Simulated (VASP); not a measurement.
# BN (P4_2/mnm) in VASP: further runs

The runs below take BN through single point, with PBE.

Everything below comes from runs of VASP 6.6.1. Logs are shortened: lines on timing, memory, paths and dates and some standing lists are left out, and cuts for length are marked.

## (1) The cell of the first run

Symmetry: P4_2/mnm, No. 136, tetragonal system. The conventional cell has a = 4.489 Å, b = 4.489 Å, c = 2.243 Å, α = 90.00°, β = 90.00°, γ = 90.00°. Within 1.9 Å of B (site symmetry m2m) lie 4 N at 1.42 to 1.62 Å. Within 1.9 Å of N (site symmetry m2m) lie 4 B at 1.42 to 1.62 Å.

## (2) Single point, PBE

INCAR

```
SYSTEM = BN
ALGO     = Normal         ! electronic algorithm
EDIFF    = 1E-6           ! SCF threshold, eV
ENCUT    = 520            ! plane-wave cutoff, eV
GGA      = PE             ! functional
ISIF     = 2              ! what is computed and relaxed
ISMEAR   = 0              ! smearing method
LASPH    = .True.         ! aspherical terms in the spheres
LCHARG   = .False.        ! write CHGCAR
LREAL    = .False.        ! projectors in reciprocal space
LWAVE    = .False.        ! write WAVECAR
NBANDS   = 26             ! bands
NELM     = 60             ! most SCF steps
PREC     = Accurate       ! precision mode
SIGMA    = 0.05           ! smearing width, eV
```

KPOINTS

```
k-points
0
Gamma
  6 6 10
  0 0 0
```

POSCAR

```
BN
1.0
    4.4890000000      0.0000000000      0.0000000000
    0.0000000000      4.4890000000      0.0000000000
    0.0000000000      0.0000000000      2.2433000000
B N
4 4
Direct
    0.1742811368      0.8257188632      0.5000000000
    0.3257188632      0.3257188632      0.0000000000
    0.6742811368      0.6742811368      0.0000000000
    0.8257188632      0.1742811368      0.5000000000
    0.8126115048      0.8126115048      0.5000000000
    0.3126115048      0.6873884952      0.0000000000
    0.6873884952      0.3126115048      0.0000000000
    0.1873884952      0.1873884952      0.5000000000
```

Potentials or basis: VASP PAW PBE potentials, release 64 (B, N).

The run is started by

```
> cat potpaw_PBE.64/B/POTCAR potpaw_PBE.64/N/POTCAR > POTCAR
> mpirun -np 1 vasp_std > vasp.out
```

OUTCAR:

```text
SYSTEM = BN
   EDIFF = 1E-6
   ENCUT = 520
   GGA = PE
   ISIF = 2
   ISMEAR = 0
   LASPH = .True.
   LREAL = .False.
   NELM = 60
   PREC = Accurate

 ion  position               nearest neighbor table
   1  0.174  0.826  0.500-   6 1.42   6 1.42   8 1.62   5 1.62
   2  0.326  0.326  0.000-   8 1.42   8 1.42   6 1.62   7 1.62
   3  0.674  0.674  0.000-   5 1.42   5 1.42   7 1.62   6 1.62
   4  0.826  0.174  0.500-   7 1.42   7 1.42   8 1.62   5 1.62
   5  0.813  0.813  0.500-   3 1.42   3 1.42   4 1.62   1 1.62
   6  0.313  0.687  0.000-   1 1.42   1 1.42   3 1.62   2 1.62
   7  0.687  0.313  0.000-   4 1.42   4 1.42   2 1.62   3 1.62
   8  0.187  0.187  0.500-   2 1.42   2 1.42   4 1.62   1 1.62

  LATTYP: Found a simple tetragonal cell.
 ALAT       =     4.4890000000
 C/A-ratio  =     0.4997326799

  Lattice vectors:

 A1 = (   4.4890000000,   0.0000000000,   0.0000000000)
 A2 = (   0.0000000000,   4.4890000000,   0.0000000000)
 A3 = (   0.0000000000,   0.0000000000,   2.2433000000)

Analysis of symmetry for initial positions (statically):
=====================================================================
 Subroutine PRICEL returns:
 Original cell was already a primitive cell.

 Routine SETGRP: Setting up the symmetry group for a
 simple tetragonal supercell.

 Subroutine GETGRP returns: Found 16 space group operations
 (whereof  8 operations were pure point group operations)
 out of a pool of 16 trial point group operations.

The static configuration has the point symmetry D_2h.
 The point group associated with its full space group is D_4h.

Analysis of symmetry for dynamics (positions and initial velocities):
=====================================================================
 Subroutine PRICEL returns:
 Original cell was already a primitive cell.

 Routine SETGRP: Setting up the symmetry group for a
 simple tetragonal supercell.

 Subroutine GETGRP returns: Found 16 space group operations
 (whereof  8 operations were pure point group operations)
 out of a pool of 16 trial point group operations.

The dynamic configuration has the point symmetry D_2h.
 The point group associated with its full space group is D_4h.

 Subroutine INISYM returns: Found 16 space group operations
 (whereof  8 operations are pure point group operations),
 and found     1 'primitive' translations

----------------------------------------------------------------------------------------

                                     Primitive cell

  volume of cell :      45.2050

  direct lattice vectors                    reciprocal lattice vectors
     4.489000000  0.000000000  0.000000000     0.222766763  0.000000000  0.000000000
     0.000000000  4.489000000  0.000000000     0.000000000  0.222766763  0.000000000
     0.000000000  0.000000000  2.243300000     0.000000000  0.000000000  0.445771854

  length of vectors
     4.489000000  4.489000000  2.243300000     0.222766763  0.222766763  0.445771854

  position of ions in fractional coordinates (direct lattice)
     0.174281137  0.825718863  0.500000000
     0.325718863  0.325718863  0.000000000
     0.674281137  0.674281137  0.000000000
     0.825718863  0.174281137  0.500000000
     0.812611505  0.812611505  0.500000000
     0.312611505  0.687388495  0.000000000
     0.687388495  0.312611505  0.000000000
     0.187388495  0.187388495  0.500000000

  ion indices of the primitive-cell ions
   primitive index   ion index
                 1           1
                 2           2
                 3           3
                 4           4
                 5           5
                 6           6
                 7           7
                 8           8

----------------------------------------------------------------------------------------

 KPOINTS: k-points

Automatic generation of k-mesh.
 Grid dimensions read from file:
 generate k-points for:    6    6   10

 Generating k-lattice:

  Cartesian coordinates                     Fractional coordinates (reciprocal lattice)
     0.037127794  0.000000000  0.000000000     0.166666667  0.000000000  0.000000000
     0.000000000  0.037127794  0.000000000     0.000000000  0.166666667  0.000000000
     0.000000000  0.000000000  0.044577185     0.000000000  0.000000000  0.100000000

  Length of vectors
     0.037127794  0.037127794  0.044577185

  Shift w.r.t. Gamma in fractional coordinates (k-lattice)
     0.000000000  0.000000000  0.000000000

 Subroutine IBZKPT returns following result:
 ===========================================

 Found     60 irreducible k-points:

 Following reciprocal coordinates:
            Coordinates               Weight
  0.000000  0.000000  0.000000      1.000000
  0.166667  0.000000  0.000000      4.000000
  0.333333  0.000000  0.000000      4.000000
  0.500000  0.000000  0.000000      2.000000
  0.166667  0.166667  0.000000      4.000000
  0.333333  0.166667  0.000000      8.000000
[... 16 lines left out ...]
  0.333333  0.000000  0.200000      8.000000
  0.500000  0.000000  0.200000      4.000000
 [... further k-points ...]
   k-points           NKPTS =     60   k-points in BZ     NKDIM =     60   number of bands    NBANDS=     26
   number of dos      NEDOS =    301   number of ions     NIONS =      8
   total plane-waves  NPLWV =  23328
   dimension x,y,z NGX =    36 NGY =   36 NGZ =   18
   dimension x,y,z NGXF=    72 NGYF=   72 NGZF=   36
   ions per type =               4   4
   NGX,Y,Z   is equivalent  to a cutoff of  13.33, 13.33, 13.34 a.u.
   NGXF,Y,Z  is equivalent  to a cutoff of  26.66, 26.66, 26.68 a.u.
 SYSTEM =  BN
   PREC   = accura    normal or accurate (medium, high low for compatibility)
   ISTART =      0    job   : 0-new  1-cont  2-samecut
   ICHARG =      2    charge: 1-file 2-atom 10-const
   ISPIN  =      1    spin polarized calculation?
   LNONCOLLINEAR =      F non collinear calculations
   LSORBIT =      F    spin-orbit coupling
   LASPH  =      T    aspherical Exc in radial PAW
   ENCUT  =  520.0 eV  38.22 Ry    6.18 a.u.   8.35  8.35  4.17*2*pi/ulx,y,z
   NELM   =     60;   NELMIN=  2; NELMDL= -5     # of ELM steps
   EDIFF  = 0.1E-05   stopping-criterion for ELM
   LREAL  =      F    real-space projection
   EDIFFG = 0.1E-04   stopping-criterion for IOM
   NSW    =      0    number of steps for IOM
   IBRION =     -1    ionic relax: 0-MD 1-quasi-New 2-CG
   NFREE  =      0    steps in history (QN), initial steepest desc. (CG)
   ISIF   =      2    stress and relaxation
   ISYM   =      2    0-nonsym 1-usesym 2-fastsym
   POTIM  = 0.5000    time-step for ionic-motion
   TEBEG  =    0.0;   TEEND  =   0.0 temperature during run
   PSTRESS=    0.0 pullay stress
   NELECT =      32.0000    total number of electrons
   NUPDOWN=      -1.0000    fix difference up-down
   EMIN   =  10.00;   EMAX   =-10.00  energy-range for DOS
   EFERMI =   0.00;   METHOD = LEGACY
   ISMEAR =     0;   SIGMA  =   0.05  broadening in eV -4-tet -1-fermi 0-gaus
   EFERMI_NEDOS =   21; number of points for ismear=-14 and -15
   IALGO  =     38    algorithm
   IMIX   =      4    mixing-type and parameters
     AMIX     =   0.40;   BMIX     =  1.00
     AMIX_MAG =   1.60;   BMIX_MAG =  1.00
  volume/ion in A,a.u.               =       5.65        38.13
  Fermi-wavevector in a.u.,A,eV,Ry     =   1.459025  2.757157 28.963443  2.128753
  Thomas-Fermi vector in A             =   2.575640
   LORBIT       =      0    0 simple, 1 ext, 2 COOP (PROOUT), +10 PAW based schemes
   GGA     = PE    functional components
   LHFCALC =     F    Hartree Fock is set to
   AEXX    =    0.0000 exact exchange contribution
   IVDW    =     0    specifies the selected vdW correction
   LEPSILON=     F    determine dielectric tensor
   LRPA    =     F    only Hartree local field effects (RPA)
 non-spin polarized calculation
 Gauss-broadening in eV      SIGMA  =   0.05
  energy-cutoff  :      520.00
  volume of cell :       45.21
 maximum number of plane-waves:      1248
 NGX is ok and might be reduce to    36
   NGX = 17   NGY = 17   NGZ =  9

 number of electron      31.9999996 magnetization

 Free energy of the ion-electron system (eV)
  ---------------------------------------------------
  ext. energy  EPLUGINS =         0.00000000
  ---------------------------------------------------
  free energy    TOTEN  =       -66.14757283 eV

  energy without entropy =      -66.14757283  energy(sigma->0) =      -66.14757283

 E-fermi :   8.7521     XC(G=0): -12.9039

 val. band max:        8.5021635306   @ k =   0.0000   0.0000   0.0000
 cond. band min:      12.4584043931   @ k =   0.0000   0.0000   0.3000
 fundamental gap:      3.9562408624
 Fermi energy:         8.7520927660

 k-point     1 :       0.0000    0.0000    0.0000
  band No.  band energies     occupation
      1     -13.1654      2.00000
      2      -9.5357      2.00000
      3      -9.5357      2.00000
      4      -8.7305      2.00000
      5      -3.6045      2.00000
      6      -2.1805      2.00000
[... 18 lines left out ...]
     25      22.2855      0.00000
     26      22.8999      0.00000

 k-point     2 :       0.1667    0.0000    0.0000
  band No.  band energies     occupation
      1     -13.0272      2.00000
      2     -10.1519      2.00000
      3      -9.4395      2.00000
      4      -8.4736      2.00000
      5      -3.6205      2.00000
      6      -1.7893      2.00000
[... 18 lines left out ...]
     25      22.3093      0.00000
     26      23.0157      0.00000

 k-point     3 :       0.3333    0.0000    0.0000
  band No.  band energies     occupation
      1     -12.6184      2.00000
      2     -11.0999      2.00000
      3      -9.1697      2.00000
      4      -8.4787      2.00000
      5      -3.4558      2.00000
      6      -2.0412      2.00000
[... 572 lines left out ...]
 k-point    23 :       0.3333    0.0000    0.2000
  band No.  band energies     occupation
      1     -11.7911      2.00000
      2     -10.3167      2.00000
      3      -8.4834      2.00000
      4      -7.8374      2.00000
      5      -2.8156      2.00000
      6      -1.3611      2.00000
[... 18 lines left out ...]
     25      22.1417      0.00000
     26      22.9053      0.00000

 k-point    24 :       0.5000    0.0000    0.2000
  band No.  band energies     occupation
      1     -11.1498      2.00000
      2     -11.1498      2.00000
      3      -8.1340      2.00000
      4      -8.1340      2.00000
      5      -2.2240      2.00000
      6      -2.2240      2.00000
[... 18 lines left out ...]
     25      22.6738      0.00000
     26      22.6738      0.00000

 [... further k-points ...]
[... 5 lines left out ...]
  --------------------------------------------------------------------------------------
  -------------------------------------------------------------------------------------
  Total        0.0131214      0.0131214     47.2838278      0.0000000      0.0000000      0.0000000
  in kB        0.4650565      0.4650565   1675.8557822      0.0000000      0.0000000      0.0000000
  external PRESSURE =     558.9286317 kB  Pullay stress =       0.0000000 kB

 VOLUME and BASIS-vectors are now :
 -----------------------------------------------------------------------------
  energy-cutoff  :      520.00
  volume of cell :       45.21
      direct lattice vectors                 reciprocal lattice vectors
     4.489000000  0.000000000  0.000000000     0.222766763  0.000000000  0.000000000
     0.000000000  4.489000000  0.000000000     0.000000000  0.222766763  0.000000000
     0.000000000  0.000000000  2.243300000     0.000000000  0.000000000  0.445771854

 POSITION                                       TOTAL-FORCE (eV/Angst)
 -----------------------------------------------------------------------------------
      0.78235      3.70665      1.12165        -0.794094      0.794094     -0.000000
      1.46215      1.46215      0.00000         0.794094      0.794094      0.000000
      3.02685      3.02685      0.00000        -0.794094     -0.794094     -0.000000
      3.70665      0.78235      1.12165         0.794094     -0.794094     -0.000000
      3.64781      3.64781      1.12165         1.194967      1.194967     -0.000000
      1.40331      3.08569      0.00000         1.194967     -1.194967     -0.000000
      3.08569      1.40331      0.00000        -1.194967      1.194967     -0.000000
      0.84119      0.84119      1.12165        -1.194967     -1.194967     -0.000000
 -----------------------------------------------------------------------------------
    total drift:                                0.000000      0.000000      0.000000

  FREE ENERGIE OF THE ION-ELECTRON SYSTEM (eV)
  ---------------------------------------------------
  free  energy   TOTEN  =       -66.1475728303 eV

  energy  without entropy=      -66.1475728303  energy(sigma->0) =      -66.14757283
```

Wall time 88 s (1 thread of Intel Xeon 8259CL, shared host); peak memory 0.19 GiB.

What came out:

```yaml
Free_energy: -66.1476 eV
Pressure: 55.9 GPa
Largest_force: 1.690 eV/Å
Band_gap_on_the_k_mesh: 3.96 eV, indirect (least direct gap 5.28 eV)
```

Forces in eV/Å, atoms in the order of the input:
```
B   -0.794  0.794  0.000
B    0.794  0.794  0.000
B   -0.794 -0.794  0.000
B    0.794 -0.794  0.000
N    1.195  1.195  0.000
N    1.195 -1.195  0.000
N   -1.195  1.195  0.000
N   -1.195 -1.195  0.000
```

Stress tensor (GPa, compression positive):
```
  0.05   0.00   0.00
  0.00   0.05   0.00
  0.00   0.00 167.59
```

Caveat: forces of over 1 eV/Å act on the atoms, so gaps and moduli don't describe the material at rest. A k mesh can miss the band edges.

(Part 1 of 2 ends here.)
